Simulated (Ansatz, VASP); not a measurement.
**Two plane-wave programs on NaH**

POSCAR

```
NaH
1.0
   -0.0898886864      2.3970316378      2.3131355305
    2.3970316378     -0.0898886864      2.3131355305
    2.3071429514      2.3071429514      0.0000000000
Na H
1 1
Direct
    0.0000000000      0.0000000000      0.0000000000
    0.5000000000      0.5000000000      0.5000000000
```

File INCAR.step1:

```
PREC = Accurate
ENCUT = 520
ISMEAR = -1
SIGMA = 0.2
LREAL = False
LASPH = True
NELM = 80
NBANDS = 11
GGA = PE
ALGO = Normal
EDIFF = 1E-4
LWAVE = True
LCHARG = False
```

Contents of INCAR.step2:

```
PREC = Accurate
ENCUT = 520
EDIFF = 1E-7
ISMEAR = -1
SIGMA = 0.2
LREAL = False
LASPH = True
NELM = 80
ALGO = Normal
ISIF = 2
LWAVE = False
LCHARG = False
METAGGA = R2SCAN
LMIXTAU = True
NBANDS = 11
ISTART = 1
```

File KPOINTS:

```
regular mesh
0
Gamma
  8 8 8
```

Input for Ansatz:

```yaml
crystal:
  lattice:
    - [-0.0898886864, 2.3970316378, 2.3131355305]
    - [2.3970316378, -0.0898886864, 2.3131355305]
    - [2.3071429514, 2.3071429514, 0.0]
  atoms:
    - { symbol: Na, position: [0.0, 0.0, 0.0] }
    - { symbol: H, position: [0.5, 0.5, 0.5] }
basis:
  ecutwfc: 520.0
kpoints:
  mp_grid: { grid: [8, 8, 8] }
hamiltonian:
  xc: r2scan
scf:
  occupations: { method: fermi_dirac, width: 0.2 }
output:
  forces: true
  stress: true
  eigenvalues: true
```

Change from the starting cell: engineering shear strain xy -0.0750, normal strain along z -0.0350.

Alike in both runs: task single point; functional r2SCAN; k mesh 8 × 8 × 8; occupations fermi-dirac, width 0.2 eV; no spin polarisation.

|  | VASP | Ansatz |
| --- | --- | --- |
| version | VASP 6.6.1 | Ansatz 0.2.0 |
| potentials or method | VASP PAW PBE potentials, release 64 (Na_pv, H), cutoff 520 eV | scalar-relativistic, plane waves, PAW |
| valence electrons in the cell | 8 | 10 |

```csv
,VASP,Ansatz,Ansatz less VASP
gap on the k mesh at the Fermi level (eV),4.23,4.22,-0.013
least direct gap on the mesh (eV),5.28,5.29,+0.009
pressure (GPa),0.8,1.0,+0.21
"traceless stress, the component that is largest in VASP (GPa)",1.76,1.75,-0.009
```

VASP's potentials were made for PBE, not for r2SCAN. The functional is the same, so the differences come from potentials, cutoffs and numerics. VASP's potentials hold 8 valence electrons a cell and Ansatz's 10, so a difference there can come from the potentials and not from the codes.
